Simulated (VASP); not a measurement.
# Zn (Fd-3m) in VASP: notebook

The runs below take Zn through relaxation of cell and atoms, with LDA.

All numbers are computed with VASP 6.6.1; they aren't measurements. Logs are shortened: lines on timing, memory, paths and dates and some standing lists are left out, and cuts for length are marked.

## 1. The cell of the first run

The structure is cubic, space group Fd-3m (No. 227). Conventional cell: a = 4.427 Å, b = 4.427 Å, c = 4.427 Å, α = 90.00°, β = 90.00°, γ = 90.00°. Within 2.5 Å of Zn (site symmetry -43m) lie 4 Zn at 1.92 Å.

## 2. Relaxation of cell and atoms, LDA, target pressure 78 GPa, at which the enthalpy is minimised

File INCAR:

```
  PREC = Accurate
  ENCUT = 600
  EDIFF = 1E-6
  ISMEAR = -1
  SIGMA = 0.08
  LREAL = F
  LASPH = T
  NELM = 100
  ALGO = Normal
  ISIF = 3
  LWAVE = F
  LCHARG = F
  GGA = CA
  IBRION = 2
  NSW = 60
  EDIFFG = -0.005
  PSTRESS = 780.0
```

File KPOINTS:

```
regular mesh
0
Gamma
  14 14 14
```

File POSCAR:

```
Zn
1.0
    0.0000000000      2.2137089127      2.2137089127
    2.2137089127      0.0000000000      2.2137089127
    2.2137089127      2.2137089127      0.0000000000
Zn
2
Direct
   -0.1250000000     -0.1250000000     -0.1250000000
    0.1250000000      0.1250000000      0.1250000000
```

Potentials or basis: VASP PAW LDA potentials, release 64 (Zn).

Command:

```sh
> cat potpaw_LDA.64/Zn/POTCAR > POTCAR
> mpirun -np 1 vasp_std > vasp.out
```

OUTCAR:

```text
PREC = Accurate
   ENCUT = 600
   EDIFF = 1E-6
   ISMEAR = -1
   LREAL = F
   LASPH = T
   NELM = 100
   ISIF = 3
   GGA = CA
   IBRION = 2
   NSW = 60
   EDIFFG = -0.005
   PSTRESS = 780.0

 ion  position               nearest neighbor table
   1  0.875  0.875  0.875-   2 1.92   2 1.92   2 1.92   2 1.92
   2  0.125  0.125  0.125-   1 1.92   1 1.92   1 1.92   1 1.92

  LATTYP: Found a face centered cubic cell.
 ALAT       =     4.4274178254

  Lattice vectors:

 A1 = (   0.0000000000,   2.2137089127,   2.2137089127)
 A2 = (   2.2137089127,   0.0000000000,   2.2137089127)
 A3 = (   2.2137089127,   2.2137089127,   0.0000000000)

Analysis of symmetry for initial positions (statically):
=====================================================================
 Subroutine PRICEL returns:
 Original cell was already a primitive cell.

 Routine SETGRP: Setting up the symmetry group for a
 face centered cubic supercell.

 Subroutine GETGRP returns: Found 48 space group operations
 (whereof 12 operations were pure point group operations)
 out of a pool of 48 trial point group operations.

The static configuration has the point symmetry D_3d.
 The point group associated with its full space group is O_h .

Analysis of symmetry for dynamics (positions and initial velocities):
=====================================================================
 Subroutine PRICEL returns:
 Original cell was already a primitive cell.

 Routine SETGRP: Setting up the symmetry group for a
 face centered cubic supercell.

 Subroutine GETGRP returns: Found 48 space group operations
 (whereof 12 operations were pure point group operations)
 out of a pool of 48 trial point group operations.

The dynamic configuration has the point symmetry D_3d.
 The point group associated with its full space group is O_h .

 Subroutine INISYM returns: Found 48 space group operations
 (whereof 12 operations are pure point group operations),
 and found     1 'primitive' translations

----------------------------------------------------------------------------------------

                                     Primitive cell

  volume of cell :      21.6966

  direct lattice vectors                    reciprocal lattice vectors
     0.000000000  2.213708913  2.213708913    -0.225865287  0.225865287  0.225865287
     2.213708913  0.000000000  2.213708913     0.225865287 -0.225865287  0.225865287
     2.213708913  2.213708913  0.000000000     0.225865287  0.225865287 -0.225865287

  length of vectors
     3.130657167  3.130657167  3.130657167     0.391210154  0.391210154  0.391210154

  position of ions in fractional coordinates (direct lattice)
     0.875000000  0.875000000  0.875000000
     0.125000000  0.125000000  0.125000000

  ion indices of the primitive-cell ions
   primitive index   ion index
                 1           1
                 2           2

----------------------------------------------------------------------------------------

 KPOINTS: regular mesh

Automatic generation of k-mesh.
 Grid dimensions read from file:
 generate k-points for:   14   14   14

 Generating k-lattice:

  Cartesian coordinates                     Fractional coordinates (reciprocal lattice)
    -0.016133235  0.016133235  0.016133235     0.071428571  0.000000000  0.000000000
     0.016133235 -0.016133235  0.016133235     0.000000000  0.071428571  0.000000000
     0.016133235  0.016133235 -0.016133235     0.000000000  0.000000000  0.071428571

  Length of vectors
     0.027943582  0.027943582  0.027943582

  Shift w.r.t. Gamma in fractional coordinates (k-lattice)
     0.000000000  0.000000000  0.000000000

 Subroutine IBZKPT returns following result:
 ===========================================

 Found    104 irreducible k-points:

 Following reciprocal coordinates:
            Coordinates               Weight
  0.000000  0.000000  0.000000      1.000000
  0.071429  0.000000  0.000000      8.000000
  0.142857  0.000000  0.000000      8.000000
  0.214286  0.000000  0.000000      8.000000
  0.285714  0.000000  0.000000      8.000000
  0.357143  0.000000  0.000000      8.000000
[... 16 lines left out ...]
  0.214286  0.142857  0.000000     24.000000
  0.285714  0.142857  0.000000     24.000000
 [... further k-points ...]
   k-points           NKPTS =    104   k-points in BZ     NKDIM =    104   number of bands    NBANDS=     16
   number of dos      NEDOS =    301   number of ions     NIONS =      2
   total plane-waves  NPLWV =  21952
   dimension x,y,z NGX =    28 NGY =   28 NGZ =   28
   dimension x,y,z NGXF=    56 NGYF=   56 NGZF=   56
   ions per type =               2
   NGX,Y,Z   is equivalent  to a cutoff of  14.87, 14.87, 14.87 a.u.
   NGXF,Y,Z  is equivalent  to a cutoff of  29.74, 29.74, 29.74 a.u.
 SYSTEM =  unknown system
   PREC   = accura    normal or accurate (medium, high low for compatibility)
   ISTART =      0    job   : 0-new  1-cont  2-samecut
   ICHARG =      2    charge: 1-file 2-atom 10-const
   ISPIN  =      1    spin polarized calculation?
   LNONCOLLINEAR =      F non collinear calculations
   LSORBIT =      F    spin-orbit coupling
   LASPH  =      T    aspherical Exc in radial PAW
   ENCUT  =  600.0 eV  44.10 Ry    6.64 a.u.   6.25  6.25  6.25*2*pi/ulx,y,z
   NELM   =    100;   NELMIN=  2; NELMDL= -5     # of ELM steps
   EDIFF  = 0.1E-05   stopping-criterion for ELM
   LREAL  =      F    real-space projection
   EDIFFG = -.5E-02   stopping-criterion for IOM
   NSW    =     60    number of steps for IOM
   IBRION =      2    ionic relax: 0-MD 1-quasi-New 2-CG
   NFREE  =      1    steps in history (QN), initial steepest desc. (CG)
   ISIF   =      3    stress and relaxation
   ISYM   =      2    0-nonsym 1-usesym 2-fastsym
   POTIM  = 0.5000    time-step for ionic-motion
   TEBEG  =    0.0;   TEEND  =   0.0 temperature during run
   PSTRESS=  780.0 pullay stress
   NELECT =      24.0000    total number of electrons
   NUPDOWN=      -1.0000    fix difference up-down
   EMIN   =  10.00;   EMAX   =-10.00  energy-range for DOS
   EFERMI =   0.00;   METHOD = LEGACY
   ISMEAR =    -1;   SIGMA  =   0.08  broadening in eV -4-tet -1-fermi 0-gaus
   EFERMI_NEDOS =   21; number of points for ismear=-14 and -15
   IALGO  =     38    algorithm
   IMIX   =      4    mixing-type and parameters
     AMIX     =   0.40;   BMIX     =  1.00
     AMIX_MAG =   1.60;   BMIX_MAG =  1.00
  volume/ion in A,a.u.               =      10.85        73.21
  Fermi-wavevector in a.u.,A,eV,Ry     =   1.693095  3.199486 39.002075  2.866572
  Thomas-Fermi vector in A             =   2.774563
   LORBIT       =      0    0 simple, 1 ext, 2 COOP (PROOUT), +10 PAW based schemes
   GGA     = CA    functional components
   LHFCALC =     F    Hartree Fock is set to
   AEXX    =    0.0000 exact exchange contribution
   IVDW    =     0    specifies the selected vdW correction
   LEPSILON=     F    determine dielectric tensor
   LRPA    =     F    only Hartree local field effects (RPA)
 conjugate gradient relaxation of ions
 non-spin polarized calculation
  energy-cutoff  :      600.00
  volume of cell :       21.70
 maximum number of plane-waves:       742
 NGX is ok and might be reduce to    28
   NGX = 13   NGY = 13   NGZ = 13

--------------------------------------- Ionic step        1  -------------------------------------------

 number of electron      23.9999993 magnetization

 Free energy of the ion-electron system (eV)
  ---------------------------------------------------
  ext. energy  EPLUGINS =         0.00000000
  ---------------------------------------------------
  free energy    TOTEN  =         2.82883258 eV

  energy without entropy =        2.84138392  energy(sigma->0) =        2.83510825

 E-fermi :   5.6387     XC(G=0): -13.5471

 val. band max:        5.5930666928   @ k =  -0.2857   0.2857   0.0714
 cond. band min:       5.6586606825   @ k =  -0.2143   0.2857   0.0714
 fundamental gap:      0.0655939897
 Fermi energy:         5.6387090370

 k-point     1 :       0.0000    0.0000    0.0000
  band No.  band energies     occupation
      1      -7.6001      2.00000
      2      -5.3094      2.00000
      3      -5.3094      2.00000
      4      -5.2513      2.00000
      5      -5.2513      2.00000
      6      -5.2513      2.00000
[... 8 lines left out ...]
     15      16.8045      0.00000
     16      16.8045      0.00000

 k-point     2 :       0.0714    0.0000    0.0000
  band No.  band energies     occupation
      1      -7.4798      2.00000
      2      -5.4078      2.00000
      3      -5.4078      2.00000
      4      -5.2446      2.00000
      5      -5.1299      2.00000
      6      -5.1299      2.00000
[... 8 lines left out ...]
     15      17.7771      0.00000
     16      17.7771      0.00000
[... 1002 lines left out ...]
  FORCE on cell =-STRESS in cart. coord.  units (eV):
  Direction    XX          YY          ZZ          XY          YZ          ZX
  --------------------------------------------------------------------------------------
  -------------------------------------------------------------------------------------
  Total       12.2717147     12.2717147     12.2717147     -0.0000000     -0.0000000      0.0000000
  in kB      761.3077231    761.3077231    761.3077231     -0.0000000     -0.0000000      0.0000000
  external PRESSURE =     -18.6922769 kB  Pullay stress =     780.0000000 kB

 VOLUME and BASIS-vectors are now :
 -----------------------------------------------------------------------------
  energy-cutoff  :      600.00
  volume of cell :       25.83
      direct lattice vectors                 reciprocal lattice vectors
    -0.000000000  2.346074867  2.346074867    -0.213121928  0.213121928  0.213121928
     2.346074867  0.000000000  2.346074867     0.213121928 -0.213121928  0.213121928
     2.346074867  2.346074867 -0.000000000     0.213121928  0.213121928 -0.213121928

 POSITION                                       TOTAL-FORCE (eV/Angst)
 -----------------------------------------------------------------------------------
      4.10563      4.10563      4.10563        -0.000000     -0.000000     -0.000000
      0.58652      0.58652      0.58652         0.000000      0.000000      0.000000
 -----------------------------------------------------------------------------------
    total drift:                                0.000000     -0.000000     -0.000000

  FREE ENERGIE OF THE ION-ELECTRON SYSTEM (eV)
  ---------------------------------------------------
  free  energy   TOTEN  =        -0.0200496415 eV

  energy  without entropy=       -0.0079809370  energy(sigma->0) =       -0.01401529

  enthalpy is  TOTEN    =        12.5529706700 eV   P V=       12.5730203115

--------------------------------------- Ionic step        5  -------------------------------------------

 number of electron      23.9999978 magnetization

 Free energy of the ion-electron system (eV)
  ---------------------------------------------------
  ext. energy  EPLUGINS =         0.00000000
  ---------------------------------------------------
  free energy    TOTEN  =         0.04951986 eV

  energy without entropy =        0.06149548  energy(sigma->0) =        0.05550767

 E-fermi :   3.9297     XC(G=0): -12.5581

 val. band max:        3.9040066504   @ k =  -0.4286   0.3571   0.1429
 cond. band min:       3.9463131310   @ k =  -0.2143   0.2143   0.0714
 fundamental gap:      0.0423064806
 Fermi energy:         3.9297417521

 k-point     1 :       0.0000    0.0000    0.0000
  band No.  band energies     occupation
      1      -7.7321      2.00000
      2      -5.8650      2.00000
      3      -5.8650      2.00000
      4      -5.8650      2.00000
      5      -5.8533      2.00000
      6      -5.8533      2.00000
[... 8 lines left out ...]
     15      14.0037      0.00000
     16      14.0037      0.00000

 k-point     2 :       0.0714    0.0000    0.0000
  band No.  band energies     occupation
      1      -7.6276      2.00000
      2      -5.9536      2.00000
      3      -5.9536      2.00000
      4      -5.8599      2.00000
      5      -5.7472      2.00000
      6      -5.7472      2.00000
[... 8 lines left out ...]
     15      14.7209      0.00000
     16      14.7209      0.00000
[... 425 lines left out ...]
  --------------------------------------------------------------------------------------
  -------------------------------------------------------------------------------------
  Total       12.5046671     12.5046671     12.5046671     -0.0000000     -0.0000000      0.0000000
  in kB      780.1274054    780.1274054    780.1274054     -0.0000000     -0.0000000      0.0000000
  external PRESSURE =       0.1274054 kB  Pullay stress =     780.0000000 kB

 VOLUME and BASIS-vectors are now :
 -----------------------------------------------------------------------------
  energy-cutoff  :      600.00
  volume of cell :       25.68
      direct lattice vectors                 reciprocal lattice vectors
    -0.000000000  2.341688169  2.341688169    -0.213521171  0.213521171  0.213521171
     2.341688169  0.000000000  2.341688169     0.213521171 -0.213521171  0.213521171
     2.341688169  2.341688169 -0.000000000     0.213521171  0.213521171 -0.213521171

 POSITION                                       TOTAL-FORCE (eV/Angst)
 -----------------------------------------------------------------------------------
      4.09795      4.09795      4.09795         0.000000      0.000000      0.000000
      0.58542      0.58542      0.58542        -0.000000     -0.000000     -0.000000
 -----------------------------------------------------------------------------------
    total drift:                                0.000000     -0.000000     -0.000000

  FREE ENERGIE OF THE ION-ELECTRON SYSTEM (eV)
  ---------------------------------------------------
  free  energy   TOTEN  =         0.0495198595 eV

  energy  without entropy=        0.0614954761  energy(sigma->0) =        0.05550767

  enthalpy is  TOTEN    =        12.5521447470 eV   P V=       12.5026248875

 reached required accuracy - stopping structural energy minimisation
```

Wall time 76 s (1 thread of Intel Xeon 6975P-C (Granite Rapids), shared host); peak memory 0.17 GiB.

Results:

```
Free energy                                            : 0.0495 eV
Relaxed volume                                         : 12.84 Å³/atom
Relaxed cell                                           : a = 3.312 Å, b = 3.312 Å, c = 3.312 Å, α = 60.00°, β = 60.00°, γ = 60.00°
Space group after relaxing (to 0.05 Å)                 : Fd-3m (No. 227)
Energy change on relaxing (the enthalpy is what falls) : -1389.7 meV/atom
Ionic steps                                            : 5
Pressure after relaxing                                : 78.0 GPa
Band gap on the k mesh                                 : zero (band 12 reaches 13.10 eV, above the bottom of band 13 at 1.88 eV)
```

Step by step:
| step | energy change (eV) | largest force (eV/Å) | pressure (GPa) | volume (Å³) |
| --- | --- | --- | --- | --- |
| 1 | 0.0000 | 0.0000 | 154.53 | 21.70 |
| 2 | -5.3232 | 0.0000 | 0.31 | 42.37 |
| 3 | -3.2340 | 0.0000 | 65.74 | 26.70 |
| 4 | -2.8489 | 0.0000 | 76.13 | 25.83 |
| 5 | -2.7793 | 0.0000 | 78.01 | 25.68 |

Final structure:
```yaml
crystal:
  lattice:
    - [0.00000, 2.34169, 2.34169]
    - [2.34169, 0.00000, 2.34169]
    - [2.34169, 2.34169, 0.00000]
  atoms:
    - { symbol: Zn, position: [0.87500, 0.87500, 0.87500] }
    - { symbol: Zn, position: [0.12500, 0.12500, 0.12500] }
```

Levels at points of the mesh, in eV from the Fermi level:
```csv
k point,band 9,band 10,band 11,band 12,band 13,band 14,band 15,band 16
"(0.00, 0.00, 0.00)",-8.19,-7.38,-7.38,9.17,9.17,9.17,10.07,10.07
"(0.50, 0.00, 0.00)",-7.48,-7.48,-5.59,-5.07,5.64,5.64,10.59,10.59
"(0.50, 0.50, 0.00)",-7.35,-7.35,-3.71,-3.71,1.20,1.20,6.64,6.64
```

Caveat: the cell is relaxed towards a set pressure, so the enthalpy falls and the energy may rise; the volume moved by over 15 % at a fixed basis, so the end points are rough.

## 3. Relaxation of cell and atoms, LDA, target pressure 78 GPa, at which the enthalpy is minimised

This run uses another cell than the first one, of 12.76 Å³/atom, 1.176 times its volume.

File INCAR:

```
PREC = Accurate ; ENCUT = 600
EDIFF = 1E-6 ; ISMEAR = -1
SIGMA = 0.08 ; LREAL = F
LASPH = T ; NELM = 80
ALGO = Normal ; ISIF = 3
LWAVE = F ; LCHARG = F
GGA = CA ; IBRION = 2
NSW = 32 ; EDIFFG = -0.005
PSTRESS = 780.0
```

KPOINTS is that of step 2.

File POSCAR:

```
Zn
1.0
    0.0000000000      2.3369172570      2.3369172570
    2.3369172570      0.0000000000      2.3369172570
    2.3369172570      2.3369172570      0.0000000000
Zn
2
Direct
   -0.1250000000     -0.1250000000     -0.1250000000
    0.1250000000      0.1250000000      0.1250000000
```

Potentials or basis: VASP PAW LDA potentials, release 64 (Zn).

Command:

```sh
> cat potpaw_LDA.64/Zn/POTCAR > POTCAR
> mpirun -np 1 vasp_std > vasp.out
```

Run time: 54 s. Hardware: 1 thread of Intel Xeon 6975P-C (Granite Rapids), shared host; peak memory 0.17 GiB.

The run converged. Its results:

| Item | Value |
| --- | --- |
| Free energy | 0.0478 eV |
| Relaxed volume | 12.84 Å³/atom |
| Relaxed cell | a = 3.312 Å, b = 3.312 Å, c = 3.312 Å, α = 60.00°, β = 60.00°, γ = 60.00° |
| Space group after relaxing (to 0.05 Å) | Fd-3m (No. 227) |
| Energy change on relaxing (the enthalpy is what falls) | -38.5 meV/atom |
| Ionic steps | 3 |
| Pressure after relaxing | 78.0 GPa |
| Band gap on the k mesh | zero (band 12 reaches 13.10 eV, above the bottom of band 13 at 1.88 eV) |

The path:
```csv
step,energy change (eV),largest force (eV/Å),pressure (GPa),volume (Å³)
1,0.0000,0.0000,80.02,25.52
2,-0.2839,0.0000,72.23,26.12
3,-0.0771,0.0000,77.96,25.68
```

Final structure:
```
Zn
1.0
     0.00000    2.34168    2.34168
     2.34168    0.00000    2.34168
     2.34168    2.34168    0.00000
Zn
2
Direct
  0.87500 0.87500 0.87500
  0.12500 0.12500 0.12500
```

Levels at points of the mesh, in eV from the Fermi level:
```
           k point  band 10  band 11  band 12  band 13  band 14  band 15
(0.00, 0.00, 0.00)    -7.38    -7.38     9.17     9.17     9.17    10.07
(0.50, 0.00, 0.00)    -7.48    -5.59    -5.07     5.64     5.64    10.59
(0.50, 0.50, 0.00)    -7.35    -3.71    -3.71     1.20     1.20     6.64
```

Caveat: the cell is relaxed towards a set pressure, so the enthalpy falls and the energy may rise.
